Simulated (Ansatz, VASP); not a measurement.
## Two plane-wave programs on Ti

Contents of INCAR:

```
PREC = Accurate
ENCUT = 520
EDIFF = 1E-8
ISMEAR = -1
SIGMA = 0.05
LREAL = False
LASPH = True
NELM = 80
ALGO = Normal
ISIF = 2
LWAVE = False
LCHARG = False
LEFG = True
NBANDS = 19
```

Contents of KPOINTS:

```
regular mesh
0
Gamma
  13 13 7
```

POSCAR

```
Ti
1.0
    2.9599952707      0.0000000000      0.0000000000
   -1.4799976353      2.5634310995      0.0000000000
    0.0000000000      0.0000000000      4.6792120724
Ti
2
Direct
    0.3333333333      0.6666666667      0.2500000000
    0.6666666667      0.3333333333      0.7500000000
```

Input for Ansatz:

```yaml
crystal:
  lattice:
    - [2.9599952707, 0.0, 0.0]
    - [-1.4799976353, 2.5634310995, 0.0]
    - [0.0, 0.0, 4.6792120724]
  atoms:
    - { symbol: Ti, position: [0.3333333333, 0.6666666667, 0.25] }
    - { symbol: Ti, position: [0.6666666667, 0.3333333333, 0.75] }
kpoints:
  mp_grid: { grid: [13, 13, 7] }
scf:
  occupations: { method: fermi_dirac, width: 0.05 }
hamiltonian:
  xc: lda
  pseudopotentials: { kind: paw }
output:
  forces: true
  stress: true
  eigenvalues: true
  efg: { contact_densities: true }
```

Change from the starting cell: volume scaled by 1.025, PAW files.

Alike in both runs: task electric field gradients; functional LDA; k mesh 13 × 13 × 7; occupations fermi-dirac, width 0.05 eV; no spin polarisation.

|  | VASP | Ansatz |
| --- | --- | --- |
| version | VASP 6.6.1 | Ansatz 0.2.0 |
| potentials or method | VASP PAW LDA potentials, release 64 (Ti_sv) | PAW with Ansatz's default frozen-core files, scalar-relativistic |
| plane-wave cutoff (eV) | 520 | 420 |
| valence electrons in the cell | 24 | 24 |

Ansatz gave:

* pressure (GPa): -10.4
* size of Vzz on the site where it differs most (V/Å²): 19.2

Q: Which values does VASP return?

A: Pressure (GPa): -10.4; size of Vzz on the site where it differs most (V/Å²): 17.7.

LDA's correlation is that of Perdew and Zunger in VASP and of Perdew and Wang (1992) in Ansatz.
